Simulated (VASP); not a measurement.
Write the native input for VASP 6.6.1 that does the following.

* Task: single point
* Functional: PBE
* Potentials or basis: VASP PAW PBE potentials, release 64 (Re)
* Cutoff: 520 eV
* k mesh: 14 × 14 × 8
* Occupations: fermi-dirac, width 0.08 eV
* Spin: no spin polarisation
* Dipole correction: no
* k mesh for the DOS: 21 × 21 × 12
* Occupations for the DOS: tetrahedron
* Further INCAR settings: ALGO = Normal; EDIFF = 1e-07

Crystal: Re.

```xyz
2
Lattice="2.7748 0.0000 0.0000 -1.3874 2.4030 0.0000 0.0000 0.0000 4.4859" Properties=species:S:1:pos:R:3 pbc="T T T"
Re    0.0000    1.6020    1.1215
Re    1.3874    0.8010    3.3644
```

The input as run:

POSCAR

```
Re
1.0
    2.7747730912      0.0000000000      0.0000000000
   -1.3873865456      2.4030239867      0.0000000000
    0.0000000000      0.0000000000      4.4858794431
Re
2
Direct
    0.3333333333      0.6666666667      0.2500000000
    0.6666666667      0.3333333333      0.7500000000
```

INCAR.step1

```
PREC = Accurate
ENCUT = 520
EDIFF = 1E-7
ISMEAR = -1
SIGMA = 0.08
LREAL = F
LASPH = T
NELM = 60
ALGO = Normal
ISIF = 2
LWAVE = F
LCHARG = T
LMAXMIX = 4
GGA = PE
NBANDS = 14
```

KPOINTS.step1

```
regular mesh
0
Gamma
  14 14 8
```

INCAR.step2

```
PREC = Accurate
ENCUT = 520
EDIFF = 1E-7
ISMEAR = -5
SIGMA = 0.08
LREAL = F
LASPH = T
NELM = 60
ALGO = Normal
ISIF = 2
LWAVE = F
LCHARG = F
LMAXMIX = 4
GGA = PE
LORBIT = 11
NEDOS = 2001
ICHARG = 11
```

KPOINTS.step2

```
regular mesh
0
Gamma
  21 21 12
```

Potentials or basis: VASP PAW PBE potentials, release 64 (Re).

Run with:

```bash
$ cat potpaw_PBE.64/Re/POTCAR > POTCAR
$ cp INCAR.step1 INCAR
$ cp KPOINTS.step1 KPOINTS
$ mpirun -np 1 vasp_std > vasp.out
$ cp INCAR.step2 INCAR
$ cp KPOINTS.step2 KPOINTS
$ mpirun -np 1 vasp_std > vasp.out
```

Results of the run:

```
Valence electrons inside the program's atomic spheres : Re 6.09
```

Run time: 53 s on 1 thread of Intel(R) Xeon(R) 6975P-C (Granite Rapids) (shared host), peak memory 0.23 GiB.
